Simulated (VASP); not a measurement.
Write the native input for VASP 6.6.1 that does the following.

```yaml
Task: electric field gradients
Functional: PBEsol
Potentials_or_basis: VASP PAW PBE potentials, release 64 (Be)
Cutoff: 520 eV
k_mesh: 23 × 23 × 23
Occupations: fermi-dirac, width 0.03 eV
Spin: no spin polarisation
Dipole_correction: no
Further_INCAR_settings: ALGO = Normal; EDIFF = 1e-08; NBANDS = 7
```

The structure of Be lies in POSCAR:

```
Be
1.0
   -1.2531209513      1.2531209513      1.2781833703
    1.2531209513     -1.2531209513      1.2781833703
    1.2531209513      1.2531209513     -1.2781833703
Be
1
Direct
    0.0000000000      0.0000000000      0.0000000000
```

This cell differs from its parent crystal: zz strain of +2 %.

The input as run:

INCAR

```
SYSTEM = Be
PREC = Accurate ; ENCUT = 520
EDIFF = 1E-8 ; ISMEAR = -1
SIGMA = 0.03 ; LREAL = .FALSE.
LASPH = .TRUE. ; NELM = 100
ALGO = Normal ; ISIF = 2
LWAVE = .FALSE. ; LCHARG = .FALSE.
GGA = PS ; LEFG = .TRUE.
NBANDS = 7
```

KPOINTS

```
Automatic mesh
0
G
  23 23 23
  0 0 0
```

Potentials or basis: VASP PAW PBE potentials, release 64 (Be).

Launch:

```console
$ cat potpaw_PBE.64/Be/POTCAR > POTCAR
$ mpirun -np 1 vasp_std > vasp.out
```

Results of the run:

```json
{"Pressure": "-3.9 GPa", "Band gap on the k mesh": "zero (band 1 reaches 11.17 eV, above the bottom of band 2 at 6.51 eV)"}
```

Caveat: the cell differs from its parent crystal (zz strain of +2 %); without QUAD_EFG the Cq values of the log hold for a quadrupole moment of 1 mb, not for the nuclei; the PAW data sets were made with another functional, which shifts forces and pressure a little.

Run time: 22 s on 1 thread of Intel(R) Xeon(R) Platinum 8488C (Sapphire Rapids), with other jobs on the host, peak memory 0.14 GiB.
